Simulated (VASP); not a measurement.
# MgBe2SO2 (P-4m2) in VASP: notebook

The runs below take MgBe2SO2 through relaxation of cell and atoms, with PBE.

All numbers are computed with VASP 6.6.1; they aren't measurements. Logs are shortened: lines on timing, memory, paths and dates and some standing lists are left out, and cuts for length are marked.

### Step 1. The cell of the first run

Symmetry: P-4m2, No. 115, tetragonal system. The conventional cell has a = 3.804 Å, b = 3.804 Å, c = 5.370 Å, α = 90.00°, β = 90.00°, γ = 90.00°. Mg (site symmetry -4m2) has 4 O at 2.30 Å and 6 Be at 2.68 to 2.69 Å within 3.0 Å. Within 3.0 Å of Be (site symmetry -4m2) lie 4 O at 2.30 Å and 2 S at 2.68 Å and 4 Mg at 2.69 Å. Within 3.1 Å of Be (site symmetry -4m2) lie 4 O at 2.35 Å and 2 Mg at 2.68 Å and 4 S at 2.69 Å. Within 3.1 Å of S (site symmetry -4m2) lie 4 O at 2.35 Å and 6 Be at 2.68 to 2.69 Å. O (site symmetry 2mm) has 2 Mg at 2.30 Å and 4 Be at 2.30 to 2.35 Å and 2 S at 2.35 Å within 3.0 Å.

The cell was built from a structure type or drawn by symmetry, and may not be a known phase.

### Step 2. Relaxation of cell and atoms, PBE

INCAR reads:

```
SYSTEM = MgBe2SO2
PREC = Accurate ; ENCUT = 600
EDIFF = 1E-6 ; ISMEAR = 0
SIGMA = 0.1 ; LREAL = .FALSE.
LASPH = .TRUE. ; NELM = 80
ALGO = Normal ; ISIF = 3
LWAVE = .FALSE. ; LCHARG = .FALSE.
GGA = PE ; IBRION = 2
NSW = 90 ; EDIFFG = -0.04
```

KPOINTS reads:

```
Automatic mesh
0
G
  4 4 4
  0 0 0
```

POSCAR reads:

```
MgBe2SO2
1.0
    3.8043804900      0.0000000000      0.0000000000
    0.0000000000      3.8043804900      0.0000000000
    0.0000000000      0.0000000000      5.3696813500
Mg Be S O
1 2 1 2
Direct
    0.0000000000      0.0000000000      0.0000000000
    0.5000000000      0.5000000000      0.0000000000
    0.0000000000      0.0000000000      0.5000000000
    0.5000000000      0.5000000000      0.5000000000
    0.5000000000      0.0000000000      0.7581456300
    0.0000000000      0.5000000000      0.2418543700
```

Potentials or basis: VASP PAW PBE potentials, release 64 (Mg, Be, S, O).

Started as:

```bash
$ cat potpaw_PBE.64/Mg/POTCAR potpaw_PBE.64/Be/POTCAR potpaw_PBE.64/S/POTCAR potpaw_PBE.64/O/POTCAR > POTCAR
$ mpirun -np 1 vasp_std > vasp.out
```

OUTCAR:

```text
SYSTEM = MgBe2SO2
   PREC = Accurate
   ENCUT = 600
   EDIFF = 1E-6
   ISMEAR = 0
   LREAL = .FALSE.
   LASPH = .TRUE.
   NELM = 80
   ISIF = 3
   GGA = PE
   IBRION = 2
   NSW = 90
   EDIFFG = -0.04

 ion  position               nearest neighbor table
   1  0.000  0.000  0.000-   5 2.30   6 2.30   6 2.30   5 2.30   3 2.68   3 2.68   2 2.69   2 2.69
                             2 2.69   2 2.69
   2  0.500  0.500  0.000-   1 2.69   1 2.69   1 2.69   1 2.69
   3  0.000  0.000  0.500-   1 2.68   1 2.68
   4  0.500  0.500  0.500-   5 2.35   6 2.35   5 2.35   6 2.35
   5  0.500  0.000  0.758-   1 2.30   1 2.30   4 2.35   4 2.35
   6  0.000  0.500  0.242-   1 2.30   1 2.30   4 2.35   4 2.35

  LATTYP: Found a simple tetragonal cell.
 ALAT       =     3.8043804900
 C/A-ratio  =     1.4114469791

  Lattice vectors:

 A1 = (   3.8043804900,   0.0000000000,   0.0000000000)
 A2 = (   0.0000000000,   3.8043804900,   0.0000000000)
 A3 = (   0.0000000000,   0.0000000000,   5.3696813500)

Analysis of symmetry for initial positions (statically):
=====================================================================
 Subroutine PRICEL returns:
 Original cell was already a primitive cell.

 Routine SETGRP: Setting up the symmetry group for a
 simple tetragonal supercell.

 Subroutine GETGRP returns: Found  8 space group operations
 (whereof  8 operations were pure point group operations)
 out of a pool of 16 trial point group operations.

The static configuration has the point symmetry D_2d.

Analysis of symmetry for dynamics (positions and initial velocities):
=====================================================================
 Subroutine PRICEL returns:
 Original cell was already a primitive cell.

 Routine SETGRP: Setting up the symmetry group for a
 simple tetragonal supercell.

 Subroutine GETGRP returns: Found  8 space group operations
 (whereof  8 operations were pure point group operations)
 out of a pool of 16 trial point group operations.

The dynamic configuration has the point symmetry D_2d.

 Subroutine INISYM returns: Found  8 space group operations
 (whereof  8 operations are pure point group operations),
 and found     1 'primitive' translations

----------------------------------------------------------------------------------------
[... 86 lines left out ...]
   ISTART =      0    job   : 0-new  1-cont  2-samecut
   ICHARG =      2    charge: 1-file 2-atom 10-const
   ISPIN  =      1    spin polarized calculation?
   LNONCOLLINEAR =      F non collinear calculations
   LSORBIT =      F    spin-orbit coupling
   LASPH  =      T    aspherical Exc in radial PAW
   ENCUT  =  600.0 eV  44.10 Ry    6.64 a.u.   7.60  7.60 10.72*2*pi/ulx,y,z
   NELM   =     80;   NELMIN=  2; NELMDL= -5     # of ELM steps
   EDIFF  = 0.1E-05   stopping-criterion for ELM
   LREAL  =      F    real-space projection
   EDIFFG = -.4E-01   stopping-criterion for IOM
   NSW    =     90    number of steps for IOM
   IBRION =      2    ionic relax: 0-MD 1-quasi-New 2-CG
   NFREE  =      1    steps in history (QN), initial steepest desc. (CG)
   ISIF   =      3    stress and relaxation
   ISYM   =      2    0-nonsym 1-usesym 2-fastsym
   POTIM  = 0.5000    time-step for ionic-motion
   TEBEG  =    0.0;   TEEND  =   0.0 temperature during run
   PSTRESS=    0.0 pullay stress
   NELECT =      24.0000    total number of electrons
   NUPDOWN=      -1.0000    fix difference up-down
   EMIN   =  10.00;   EMAX   =-10.00  energy-range for DOS
   EFERMI =   0.00;   METHOD = LEGACY
   ISMEAR =     0;   SIGMA  =   0.10  broadening in eV -4-tet -1-fermi 0-gaus
   EFERMI_NEDOS =   21; number of points for ismear=-14 and -15
   IALGO  =     38    algorithm
   IMIX   =      4    mixing-type and parameters
     AMIX     =   0.40;   BMIX     =  1.00
     AMIX_MAG =   1.60;   BMIX_MAG =  1.00
  volume/ion in A,a.u.               =      12.95        87.41
  Fermi-wavevector in a.u.,A,eV,Ry     =   1.106555  2.091086 16.659852  1.224465
  Thomas-Fermi vector in A             =   2.243058
   LORBIT       =      0    0 simple, 1 ext, 2 COOP (PROOUT), +10 PAW based schemes
   GGA     = PE    functional components
   LHFCALC =     F    Hartree Fock is set to
   AEXX    =    0.0000 exact exchange contribution
   IVDW    =     0    specifies the selected vdW correction
   LEPSILON=     F    determine dielectric tensor
   LRPA    =     F    only Hartree local field effects (RPA)
 conjugate gradient relaxation of ions
 non-spin polarized calculation
 Gauss-broadening in eV      SIGMA  =   0.10
  energy-cutoff  :      600.00
  volume of cell :       77.72
 maximum number of plane-waves:      2616
   NGX = 15   NGY = 15   NGZ = 21

--------------------------------------- Ionic step        1  -------------------------------------------

 number of electron      24.0000005 magnetization

 Free energy of the ion-electron system (eV)
  ---------------------------------------------------
  ext. energy  EPLUGINS =         0.00000000
  ---------------------------------------------------
  free energy    TOTEN  =       -22.64174538 eV

  energy without entropy =      -22.63680950  energy(sigma->0) =      -22.63927744

------------------------ aborting loop because EDIFF is reached ----------------------------------------

  FORCE on cell =-STRESS in cart. coord.  units (eV):
  Direction    XX          YY          ZZ          XY          YZ          ZX
  --------------------------------------------------------------------------------------
  -------------------------------------------------------------------------------------
  Total       -4.1525305     -4.1525305     -1.0617108      0.0000000      0.0000000      0.0000000
  in kB      -85.6065522    -85.6065522    -21.8877141      0.0000000      0.0000000      0.0000000
  external PRESSURE =     -64.3669395 kB  Pullay stress =       0.0000000 kB
[... 790 lines left out ...]
      3      -8.0095      2.00000
      4      -3.3853      2.00000
      5      -2.1671      2.00000
      6      -1.3603      2.00000
[... 8 lines left out ...]
     15       9.0278      0.00000
     16       9.1896      0.00000

[... ionic steps 4 to 15 ...]

--------------------------------------- Ionic step       16  -------------------------------------------

 number of electron      23.9999995 magnetization

------------------------ aborting loop because EDIFF is reached ----------------------------------------
[... 75 lines left out ...]
--------------------------------------- Ionic step       18  -------------------------------------------

 number of electron      23.9999991 magnetization

 Free energy of the ion-electron system (eV)
  ---------------------------------------------------
  ext. energy  EPLUGINS =         0.00000000
  ---------------------------------------------------
  free energy    TOTEN  =       -30.70543303 eV

  energy without entropy =      -30.70185642  energy(sigma->0) =      -30.70364472

 E-fermi :   2.7748     XC(G=0):  -9.0327

 val. band max:        2.6631336695   @ k =   0.5000   0.0000   0.0000
 cond. band min:       2.8465296306   @ k =   0.5000   0.5000   0.0000
 fundamental gap:      0.1833959610
 Fermi energy:         2.7748299750
[... 373 lines left out ...]
  FREE ENERGIE OF THE ION-ELECTRON SYSTEM (eV)
  ---------------------------------------------------
  free  energy   TOTEN  =       -30.7054330304 eV

  energy  without entropy=      -30.7018564194  energy(sigma->0) =      -30.70364472

 reached required accuracy - stopping structural energy minimisation
```

CONTCAR:

```text
MgBe2SO2
   1.00000000000000
     3.3686354556542781    0.0000000000000000    0.0000000000000000
     0.0000000000000000    3.3686354556542781    0.0000000000000000
     0.0000000000000000   -0.0000000000000000    7.2218640985101663
  Mg              Be              S               O
     1     2     1     2
Direct
     0.0000000000000000    0.0000000000000000    0.0000000000000000
     0.5000000000000000    0.5000000000000000    0.0000000000000000
     0.0000000000000000    0.0000000000000000    0.5000000000000000
     0.5000000000000000    0.5000000000000000    0.5000000000000000
     0.5000000000000000    0.0000000000000000    0.9062366837206063
     0.0000000000000000    0.5000000000000000    0.0937633162793938

  0.00000000E+00  0.00000000E+00  0.00000000E+00
  0.00000000E+00  0.00000000E+00  0.00000000E+00
  0.00000000E+00  0.00000000E+00  0.00000000E+00
  0.00000000E+00  0.00000000E+00  0.00000000E+00
  0.00000000E+00  0.00000000E+00  0.00000000E+00
  0.00000000E+00  0.00000000E+00  0.00000000E+00
```

Run time: 9.6 min. Hardware: 1 thread of Intel Xeon Platinum 8488C (Sapphire Rapids), shared host; peak memory 0.23 GiB.

Results:

```
Free energy                           : -30.7054 eV
Relaxed volume                        : 13.66 Å³/atom
Relaxed cell                          : a = 3.369 Å, b = 3.369 Å, c = 7.222 Å, α = 90.00°, β = 90.00°, γ = 90.00°
Space group after relaxing (to 0.1 Å) : P-4m2 (No. 115)
Energy gained by relaxing             : 1343.9 meV/atom
Ionic steps                           : 18
Pressure after relaxing               : 0.2 GPa
Largest force after relaxing          : 0.038 eV/Å
Band gap on the k mesh                : 0.18 eV (least direct gap 0.43 eV)
```

Forces in eV/Å, atoms in the order of the input:
```
Mg   0.000  0.000  0.000
Be   0.000  0.000  0.000
Be   0.000  0.000  0.000
S    0.000  0.000  0.000
O    0.000  0.000  0.038
O    0.000  0.000 -0.038
```

The path:
```csv
step,energy change (eV),largest force (eV/Å),pressure (GPa),volume (Å³)
1,0.0000,5.4404,-6.44,77.72
2,-3.1673,5.0529,-5.67,71.99
3,-4.5268,2.0218,53.48,56.35
4,-6.2656,1.3321,10.32,63.42
5,-6.3263,0.5665,15.60,62.16
6,-7.2787,0.5961,4.88,72.25
7,-7.3706,0.7514,2.85,76.11
8,-7.3461,0.7170,-0.12,84.06
9,-7.3717,0.7791,0.82,81.41
10,-7.5496,0.8558,0.62,82.28
11,-7.9898,0.1850,-2.32,84.55
12,-6.0450,4.1663,-11.86,87.70
13,-7.9928,0.4554,-4.44,84.86
14,-8.0448,0.4481,-1.99,83.02
15,-8.0455,0.4479,-1.69,82.81
16,-8.0597,0.2252,-0.61,82.25
17,-8.0632,0.0458,0.31,81.80
18,-8.0637,0.0379,0.21,81.95
```

Final structure:
```cif
data_structure
_symmetry_space_group_name_H-M 'P 1'
_symmetry_Int_Tables_number 1
_cell_length_a 3.3686
_cell_length_b 3.3686
_cell_length_c 7.2219
_cell_angle_alpha 90.000
_cell_angle_beta 90.000
_cell_angle_gamma 90.000
_cell_volume 81.95
loop_
_atom_site_label
_atom_site_type_symbol
_atom_site_fract_x
_atom_site_fract_y
_atom_site_fract_z
_atom_site_occupancy
Mg1 Mg 0.00000 0.00000 0.00000 1
Be1 Be 0.50000 0.50000 0.00000 1
Be2 Be 0.00000 0.00000 0.50000 1
S1 S 0.50000 0.50000 0.50000 1
O1 O 0.50000 0.00000 0.90624 1
O2 O 0.00000 0.50000 0.09376 1
```

Levels at points of the mesh, in eV from the valence-band top:
| k point | band 10 | band 11 | band 12 | band 13 | band 14 | band 15 |
| --- | --- | --- | --- | --- | --- | --- |
| (0.00, 0.00, 0.00) | -1.58 | -1.37 | -1.37 | 1.80 | 3.54 | 5.14 |
| (0.50, 0.00, 0.00) | -2.45 | -0.89 | 0.00 | 2.53 | 4.33 | 4.54 |
| (0.50, 0.50, 0.00) | -3.19 | -3.05 | -0.25 | 0.18 | 4.21 | 6.06 |
| (0.00, 0.00, 0.50) | -2.08 | -1.36 | -1.36 | 2.27 | 3.88 | 4.91 |
| (0.50, 0.00, 0.50) | -2.61 | -0.78 | 0.00 | 2.44 | 4.33 | 4.59 |
| (0.50, 0.50, 0.50) | -3.09 | -3.08 | -0.33 | 0.22 | 4.24 | 5.44 |

Caveat: a cell axis changed by over 15 % at a fixed basis, so the end point is rough. A k mesh can miss the band edges.

### Step 3. Relaxation of cell and atoms, PBE

This run uses another cell than the first one, of 16.50 Å³/atom.

INCAR reads:

```
SYSTEM = MgBe2SO2
  ALGO = Normal
  EDIFF = 1E-7
  EDIFFG = -0.04
  ENCUT = 600
  GGA = PE
  IBRION = 2
  ISIF = 3
  ISMEAR = 0
  LASPH = .TRUE.
  LCHARG = .FALSE.
  LREAL = .FALSE.
  LWAVE = .FALSE.
  NELM = 80
  NSW = 90
  PREC = Accurate
  SIGMA = 0.1
```

KPOINTS reads:

```
k-points
0
G
  6 6 2
  0 0 0
```

POSCAR reads:

```
MgBe2SO2
1.0
    3.3511526126      0.0000000000      0.0000000000
    0.0000000000      3.3511526126      0.0000000000
    0.0000000000      0.0000000000      8.8131154393
Mg Be S O
1 2 1 2
Direct
    0.0000000000      0.0000000000      0.0000000000
    0.5000000000      0.5000000000      0.0000000000
    0.0000000000      0.0000000000      0.5000000000
    0.5000000000      0.5000000000      0.5000000000
    0.5000000000      0.0000000000      0.9205798200
    0.0000000000      0.5000000000      0.0794201800
```

Potentials or basis: VASP PAW PBE potentials, release 64 (Mg, Be, S, O).

Started as:

```bash
$ cat potpaw_PBE.64/Mg/POTCAR potpaw_PBE.64/Be/POTCAR potpaw_PBE.64/S/POTCAR potpaw_PBE.64/O/POTCAR > POTCAR
$ mpirun -np 1 vasp_std > vasp.out
```

Wall time 70 s (1 thread of Intel Xeon Platinum 8488C (Sapphire Rapids), shared host); peak memory 0.25 GiB.

It converged, with:

```
Free energy                  : -31.0336 eV
Pressure after relaxing      : 0.1 GPa
Largest force after relaxing : 0.031 eV/Å
Band gap on the k mesh       : 0.27 eV (least direct gap 0.58 eV)
```

Forces in eV/Å, atoms in the order of the input:
```
Mg   0.000  0.000  0.000
Be   0.000  0.000  0.000
Be   0.000  0.000  0.000
S    0.000  0.000  0.000
O    0.000  0.000 -0.031
O    0.000  0.000  0.031
```

Stress tensor (GPa, compression positive):
```
0.06 0.00 0.00
0.00 0.06 0.00
0.00 0.00 0.28
```

Final structure:
```xyz
6
Lattice="3.3512 0.0000 0.0000 0.0000 3.3512 0.0000 0.0000 0.0000 8.8131" Properties=species:S:1:pos:R:3 pbc="T T T"
Mg    0.0000    0.0000    0.0000
Be    1.6756    1.6756    0.0000
Be    0.0000    0.0000    4.4066
S     1.6756    1.6756    4.4066
O     1.6756    0.0000    8.1132
O     0.0000    1.6756    0.6999
```

Levels at points of the mesh, in eV from the valence-band top:
```csv
k point,band 9,band 10,band 11,band 12,band 13,band 14,band 15,band 16
"(0.00, 0.00, 0.00)",-2.68,-2.35,-1.39,-1.39,1.99,3.24,4.91,5.94
"(0.50, 0.00, 0.00)",-2.54,-2.35,-1.08,0.00,2.51,4.38,4.64,5.52
"(0.50, 0.50, 0.00)",-3.22,-3.22,-3.01,-0.31,0.27,4.51,6.13,6.13
"(0.00, 0.00, 0.50)",-2.68,-2.45,-1.39,-1.39,2.29,3.20,4.74,6.03
"(0.50, 0.00, 0.50)",-2.55,-2.37,-1.06,0.00,2.49,4.38,4.65,5.33
"(0.50, 0.50, 0.50)",-3.22,-3.22,-3.01,-0.32,0.27,4.51,5.89,5.89
```

Caveat: the relaxation stopped at its first step, so nothing moved. A k mesh can miss the band edges.
